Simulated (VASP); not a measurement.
# KF: single point with PBE

KF:

```
K F
1.0
     0.02500    2.67350    2.67350
     2.69850    0.00000    2.69850
     2.67350    2.67350    0.02500
K F
1 1
Cartesian
  0.0000 0.0000 0.0000
  2.6985 2.6735 2.6985
```

This cell differs from its parent crystal: strain +0.0187 x Voigt [0, 0, 0, 0, 1, 0].

```yaml
Program: VASP 6.6.1
Task: single point
Functional: PBE
Potentials_or_basis: VASP PAW PBE potentials, release 64 (K_sv, F)
Cutoff: 520 eV
k_mesh: 8 × 8 × 8
Occupations: gaussian, width 0.05 eV
Spin: no spin polarisation
Dipole_correction: no
Further_INCAR_settings: ALGO = Normal; EDIFF = 1e-06; NBANDS = 15
```

| Quantity | Value |
| --- | --- |
| Pressure | 1.4 GPa |
| Band gap on the k mesh | 6.15 eV |

Stress tensor (GPa, compression positive):
```
 1.36  0.00 -0.24
 0.00  1.35  0.00
-0.24  0.00  1.36
```

Levels at points of the mesh, in eV from the valence-band top:
| k point | band 6 | band 7 | band 8 | band 9 | band 10 | band 11 |
| --- | --- | --- | --- | --- | --- | --- |
| (0.00, 0.00, 0.00) | -0.02 | -0.01 | 0.00 | 6.15 | 10.57 | 10.66 |
| (0.50, 0.00, 0.00) | -0.80 | -0.38 | -0.35 | 9.07 | 10.61 | 12.00 |
| (0.00, 0.50, 0.00) | -0.80 | -0.35 | -0.33 | 9.03 | 10.56 | 11.98 |
| (0.50, 0.50, 0.00) | -0.22 | -0.07 | -0.07 | 8.19 | 10.28 | 11.79 |
| (0.50, 0.00, 0.50) | -0.22 | -0.08 | -0.06 | 8.19 | 10.28 | 11.79 |

Wall time 21 s on 1 thread of Intel(R) Xeon(R) 6975P-C (Granite Rapids) (shared host), peak memory 0.18 GiB.

Caveat: the cell differs from its parent crystal (strain +0.0187 x Voigt [0, 0, 0, 0, 1, 0]). A k mesh can miss the band edges.
